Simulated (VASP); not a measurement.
# CaSe (R-3m) in VASP: a series of runs

CaSe is run at these levels: PBE, r2SCAN; tasks: single point.

Program: VASP 6.6.1. These are calculated values, not measurements. Logs are shortened: lines on timing, memory, paths and dates and some standing lists are left out, and cuts for length are marked.

## Step 1: The cell of the first run

The structure is trigonal, space group R-3m (No. 166). The conventional cell has a = 5.392 Å, b = 5.392 Å, c = 5.917 Å, α = 90.00°, β = 90.00°, γ = 120.00°. Ca (site symmetry -3m) has 8 Se at 2.96 to 3.27 Å and 6 Ca at 3.69 Å within 3.9 Å. Se (site symmetry -3m) has 8 Ca at 2.96 to 3.27 Å and 6 Se at 3.69 Å within 3.9 Å.

## Step 2: Single point, PBE (epitaxial 111 strain +4.9%)

INCAR reads:

```
SYSTEM = CaSe
ALGO = Normal
EDIFF = 1E-6
ENCUT = 520
GGA = PE
ISIF = 2
ISMEAR = -1
LASPH = .True.
LCHARG = .True.
LELF = .True.
LREAL = .False.
LVHAR = .True.
LWAVE = .False.
NBANDS = 15
NELM = 80
PREC = Accurate
SIGMA = 0.02
```

KPOINTS reads:

```
k-points
0
Gamma
  8 8 8
  0 0 0
```

POSCAR reads:

```
CaSe
1.0
    3.6807356469     -0.1321537330     -0.1321537330
   -0.1321537330      3.6807356469     -0.1321537330
   -0.1321537330     -0.1321537330      3.6807356469
Ca Se
1 1
Direct
    0.0000000000      0.0000000000      0.0000000000
    0.5000000000      0.5000000000      0.5000000000
```

Potentials or basis: VASP PAW PBE potentials, release 64 (Ca_sv, Se).

Run with:

```console
$ cat potpaw_PBE.64/Ca_sv/POTCAR potpaw_PBE.64/Se/POTCAR > POTCAR
$ mpirun -np 1 vasp_std > vasp.out
```

OUTCAR:

```text
SYSTEM = CaSe
   EDIFF = 1E-6
   ENCUT = 520
   GGA = PE
   ISIF = 2
   ISMEAR = -1
   LASPH = .True.
   LREAL = .False.
   NELM = 80
   PREC = Accurate

 ion  position               nearest neighbor table
   1  0.000  0.000  0.000-   2 2.96   2 2.96
   2  0.500  0.500  0.500-   1 2.96   1 2.96

  LATTYP: Found a trigonal (rhomboedric) cell.
 ALAT       =     3.6854774617
 COS(alpha) =    -0.0703378709

  Lattice vectors:

 A1 = (   3.6807356469,  -0.1321537330,  -0.1321537330)
 A2 = (  -0.1321537330,   3.6807356469,  -0.1321537330)
 A3 = (  -0.1321537330,  -0.1321537330,   3.6807356469)

Analysis of symmetry for initial positions (statically):
=====================================================================
 Subroutine PRICEL returns:
 Original cell was already a primitive cell.

 Routine SETGRP: Setting up the symmetry group for a
 trigonal (rhombohedral) supercell.

 Subroutine GETGRP returns: Found 12 space group operations
 (whereof 12 operations were pure point group operations)
 out of a pool of 12 trial point group operations.

The static configuration has the point symmetry D_3d.

Analysis of symmetry for dynamics (positions and initial velocities):
=====================================================================
 Subroutine PRICEL returns:
 Original cell was already a primitive cell.

 Routine SETGRP: Setting up the symmetry group for a
 trigonal (rhombohedral) supercell.

 Subroutine GETGRP returns: Found 12 space group operations
 (whereof 12 operations were pure point group operations)
 out of a pool of 12 trial point group operations.

The dynamic configuration has the point symmetry D_3d.

 Subroutine INISYM returns: Found 12 space group operations
 (whereof 12 operations are pure point group operations),
 and found     1 'primitive' translations

----------------------------------------------------------------------------------------

                                     Primitive cell

  volume of cell :      49.6685

  direct lattice vectors                    reciprocal lattice vectors
     3.680735647 -0.132153733 -0.132153733     0.272413316  0.010145021  0.010145021
    -0.132153733  3.680735647 -0.132153733     0.010145021  0.272413316  0.010145021
    -0.132153733 -0.132153733  3.680735647     0.010145021  0.010145021  0.272413316

  length of vectors
     3.685477462  3.685477462  3.685477462     0.272790868  0.272790868  0.272790868

  position of ions in fractional coordinates (direct lattice)
     0.000000000  0.000000000  0.000000000
     0.500000000  0.500000000  0.500000000

  ion indices of the primitive-cell ions
[... 87 lines left out ...]
   NUPDOWN=      -1.0000    fix difference up-down
   EMIN   =  10.00;   EMAX   =-10.00  energy-range for DOS
   EFERMI =   0.00;   METHOD = LEGACY
   ISMEAR =    -1;   SIGMA  =   0.02  broadening in eV -4-tet -1-fermi 0-gaus
   EFERMI_NEDOS =   21; number of points for ismear=-14 and -15
   IALGO  =     38    algorithm
   IMIX   =      4    mixing-type and parameters
     AMIX     =   0.40;   BMIX     =  1.00
     AMIX_MAG =   1.60;   BMIX_MAG =  1.00
  volume/ion in A,a.u.               =      24.83       167.59
  Fermi-wavevector in a.u.,A,eV,Ry     =   1.122246  2.120737 17.135657  1.259435
  Thomas-Fermi vector in A             =   2.258904
   LORBIT       =      0    0 simple, 1 ext, 2 COOP (PROOUT), +10 PAW based schemes
   GGA     = PE    functional components
   LHFCALC =     F    Hartree Fock is set to
   AEXX    =    0.0000 exact exchange contribution
   IVDW    =     0    specifies the selected vdW correction
   LEPSILON=     F    determine dielectric tensor
   LRPA    =     F    only Hartree local field effects (RPA)
 non-spin polarized calculation
  energy-cutoff  :      520.00
  volume of cell :       49.67
 maximum number of plane-waves:      1350
   NGX = 13   NGY = 13   NGZ = 13

 number of electron      16.0000001 magnetization

 Free energy of the ion-electron system (eV)
  ---------------------------------------------------
  ext. energy  EPLUGINS =         0.00000000
  ---------------------------------------------------
  free energy    TOTEN  =        -8.79323835 eV

  energy without entropy =       -8.79323835  energy(sigma->0) =       -8.79323835

 E-fermi :   4.3509     XC(G=0):  -9.4298

 val. band max:        3.8797310820   @ k =   0.5000   0.5000   0.0000
 cond. band min:       4.7954672578   @ k =   0.5000   0.5000   0.0000
 fundamental gap:      0.9157361758
 Fermi energy:         4.3508537768

 k-point     1 :       0.0000    0.0000    0.0000
  band No.  band energies     occupation
      1     -37.3587      2.00000
      2     -18.3117      2.00000
      3     -18.3117      2.00000
      4     -18.2863      2.00000
      5      -8.9339      2.00000
      6       2.9070      2.00000
      7       3.2197      2.00000
      8       3.2197      2.00000
      9       5.1765      0.00000
     10       5.1765      0.00000
     11       5.7522      0.00000
     12       8.2246      0.00000
     13       8.3520      0.00000
     14       8.3520      0.00000
[... 401 lines left out ...]
      2     -18.4331      2.00000
      3     -18.3200      2.00000
      4     -18.3027      2.00000
      5      -8.2340      2.00000
      6      -0.1871      2.00000
      7       2.2448      2.00000
      8       2.4843      2.00000
      9       6.3792      0.00000
     10       7.4011      0.00000
     11       8.0651      0.00000
     12       8.3777      0.00000
     13       8.6489      0.00000
     14      10.4366      0.00000
     15      11.6975      0.00000

 [... further k-points ...]

------------------------ aborting loop because EDIFF is reached ----------------------------------------

  FORCE on cell =-STRESS in cart. coord.  units (eV):
  Direction    XX          YY          ZZ          XY          YZ          ZX
  --------------------------------------------------------------------------------------
  -------------------------------------------------------------------------------------
  Total       -0.0689665     -0.0689665     -0.0689665      0.1592162      0.1592162      0.1592162
  in kB       -2.2246810     -2.2246810     -2.2246810      5.1359073      5.1359073      5.1359073
  external PRESSURE =      -2.2246810 kB  Pullay stress =       0.0000000 kB

 VOLUME and BASIS-vectors are now :
 -----------------------------------------------------------------------------
  energy-cutoff  :      520.00
  volume of cell :       49.67
      direct lattice vectors                 reciprocal lattice vectors
     3.680735647 -0.132153733 -0.132153733     0.272413316  0.010145021  0.010145021
    -0.132153733  3.680735647 -0.132153733     0.010145021  0.272413316  0.010145021
    -0.132153733 -0.132153733  3.680735647     0.010145021  0.010145021  0.272413316

 POSITION                                       TOTAL-FORCE (eV/Angst)
 -----------------------------------------------------------------------------------
      0.00000      0.00000      0.00000        -0.000000     -0.000000     -0.000000
      1.70821      1.70821      1.70821         0.000000      0.000000      0.000000
 -----------------------------------------------------------------------------------
    total drift:                               -0.000000      0.000000      0.000000

  FREE ENERGIE OF THE ION-ELECTRON SYSTEM (eV)
  ---------------------------------------------------
  free  energy   TOTEN  =        -8.7932383530 eV

  energy  without entropy=       -8.7932383530  energy(sigma->0) =       -8.79323835
```

stdout:

```text
POSCAR found type information on POSCAR CaSe
 POSCAR found :  2 types and       2 ions
 scaLAPACK will be used
 LDA part: xc-table for (Slater+PW92), standard interpolation
 POSCAR, INCAR and KPOINTS ok, starting setup
 FFT: planning ... GRIDC
 FFT: planning ... GRID_SOFT
 FFT: planning ... GRID
 WAVECAR not read
 entering main loop
```

It took 16 s on 1 thread of Intel Xeon 6975P-C (Granite Rapids), shared host; peak memory 0.19 GiB.

Results:

```yaml
Free_energy: -8.7932 eV
Pressure: -0.2 GPa
Band_gap_on_the_k_mesh: 0.92 eV
```

Stress tensor (GPa, compression positive):
```
-0.22  0.51  0.51
 0.51 -0.22  0.51
 0.51  0.51 -0.22
```

Caveat: the cell differs from its parent crystal (epitaxial 111 strain +4.9%). A k mesh can miss the band edges.

## Step 3: Single point, r2SCAN (epitaxial 111 strain +4.9%)

POSCAR is that of step 2.

INCAR.step1 reads:

```
SYSTEM = CaSe
PREC = Accurate
ENCUT = 520
ISMEAR = 0
SIGMA = 0.01
LREAL = .False.
LASPH = .True.
NELM = 80
NBANDS = 15
GGA = PE
ALGO = Normal
EDIFF = 1E-4
LWAVE = .True.
LCHARG = .False.
```

INCAR.step2 reads:

```
SYSTEM = CaSe
PREC = Accurate
ENCUT = 520
EDIFF = 1E-6
ISMEAR = 0
SIGMA = 0.01
LREAL = .False.
LASPH = .True.
NELM = 80
ALGO = Normal
ISIF = 2
LWAVE = .False.
LCHARG = .False.
METAGGA = R2SCAN
LMIXTAU = .True.
NBANDS = 15
ISTART = 1
```

KPOINTS reads:

```
Automatic mesh
0
Gamma
  8 8 8
  0 0 0
```

Potentials or basis: VASP PAW PBE potentials, release 64 (Ca_sv, Se).

Run with:

```console
$ cat potpaw_PBE.64/Ca_sv/POTCAR potpaw_PBE.64/Se/POTCAR > POTCAR
$ cp INCAR.step1 INCAR
$ mpirun -np 1 vasp_std > vasp.out
$ cp INCAR.step2 INCAR
$ mpirun -np 1 vasp_std > vasp.out
```

OUTCAR:

```text
SYSTEM = CaSe
   PREC = Accurate
   ENCUT = 520
   EDIFF = 1E-6
   ISMEAR = 0
   LREAL = .False.
   LASPH = .True.
   NELM = 80
   ISIF = 2
   METAGGA = R2SCAN
   ISTART = 1

 ion  position               nearest neighbor table
   1  0.000  0.000  0.000-   2 2.96   2 2.96
   2  0.500  0.500  0.500-   1 2.96   1 2.96

  LATTYP: Found a trigonal (rhomboedric) cell.
 ALAT       =     3.6854774617
 COS(alpha) =    -0.0703378709

  Lattice vectors:

 A1 = (   3.6807356469,  -0.1321537330,  -0.1321537330)
 A2 = (  -0.1321537330,   3.6807356469,  -0.1321537330)
 A3 = (  -0.1321537330,  -0.1321537330,   3.6807356469)

Analysis of symmetry for initial positions (statically):
=====================================================================
 Subroutine PRICEL returns:
 Original cell was already a primitive cell.

 Routine SETGRP: Setting up the symmetry group for a
 trigonal (rhombohedral) supercell.

 Subroutine GETGRP returns: Found 12 space group operations
 (whereof 12 operations were pure point group operations)
 out of a pool of 12 trial point group operations.

The static configuration has the point symmetry D_3d.
[... 174 lines left out ...]
      5      -9.5636      2.00000
      6       2.6866      2.00000
      7       3.0146      2.00000
      8       3.0146      2.00000
      9       5.4290      0.00000
     10       5.4290      0.00000
     11       6.3211      0.00000
     12       8.5477      0.00000
     13       8.6529      0.00000
     14       8.6529      0.00000
[... 401 lines left out ...]
      2     -19.4180      2.00000
      3     -19.3099      2.00000
      4     -19.2872      2.00000
      5      -8.8340      2.00000
      6      -0.4028      2.00000
      7       2.0527      2.00000
      8       2.3050      2.00000
      9       6.6666      0.00000
     10       7.7607      0.00000
     11       8.4018      0.00000
     12       8.6879      0.00000
     13       8.9558      0.00000
     14      10.8825      0.00000
     15      12.1186      0.00000

 [... further k-points ...]

------------------------ aborting loop because EDIFF is reached ----------------------------------------

  FORCE on cell =-STRESS in cart. coord.  units (eV):
  Direction    XX          YY          ZZ          XY          YZ          ZX
  --------------------------------------------------------------------------------------
  -------------------------------------------------------------------------------------
  Total       -0.2606702     -0.2606702     -0.2606702      0.1804796      0.1804796      0.1804796
  in kB       -8.4085515     -8.4085515     -8.4085515      5.8218101      5.8218101      5.8218101
  external PRESSURE =      -8.4085515 kB  Pullay stress =       0.0000000 kB

 VOLUME and BASIS-vectors are now :
 -----------------------------------------------------------------------------
  energy-cutoff  :      520.00
  volume of cell :       49.67
      direct lattice vectors                 reciprocal lattice vectors
     3.680735647 -0.132153733 -0.132153733     0.272413316  0.010145021  0.010145021
    -0.132153733  3.680735647 -0.132153733     0.010145021  0.272413316  0.010145021
    -0.132153733 -0.132153733  3.680735647     0.010145021  0.010145021  0.272413316

 POSITION                                       TOTAL-FORCE (eV/Angst)
 -----------------------------------------------------------------------------------
      0.00000      0.00000      0.00000         0.000000      0.000000      0.000000
      1.70821      1.70821      1.70821         0.000000     -0.000000      0.000000
 -----------------------------------------------------------------------------------
    total drift:                               -0.000000      0.000000      0.000000

  FREE ENERGIE OF THE ION-ELECTRON SYSTEM (eV)
  ---------------------------------------------------
  free  energy   TOTEN  =       -25.2096809359 eV

  energy  without entropy=      -25.2096809359  energy(sigma->0) =      -25.20968094
```

OUTCAR.step1:

```text
SYSTEM = CaSe
   PREC = Accurate
   ENCUT = 520
   ISMEAR = 0
   LREAL = .False.
   LASPH = .True.
[... 654 lines left out ...]
      0.00000      0.00000      0.00000        -0.000000     -0.000000     -0.000000
      1.70821      1.70821      1.70821         0.000000      0.000000      0.000000
 -----------------------------------------------------------------------------------
    total drift:                               -0.000000      0.000000      0.000000

  FREE ENERGIE OF THE ION-ELECTRON SYSTEM (eV)
  ---------------------------------------------------
  free  energy   TOTEN  =        -8.7932204451 eV

  energy  without entropy=       -8.7932204451  energy(sigma->0) =       -8.79322045
```

Wall time 53 s (1 thread of Intel Xeon 6975P-C (Granite Rapids), shared host); peak memory 0.19 GiB.

What came out:

```
Free energy            : -25.2097 eV
Pressure               : -0.8 GPa
Band gap on the k mesh : 1.39 eV
```

Caveat: the cell differs from its parent crystal (epitaxial 111 strain +4.9%); the PAW data sets were made with another functional, which shifts forces and pressure a little. A k mesh can miss the band edges.
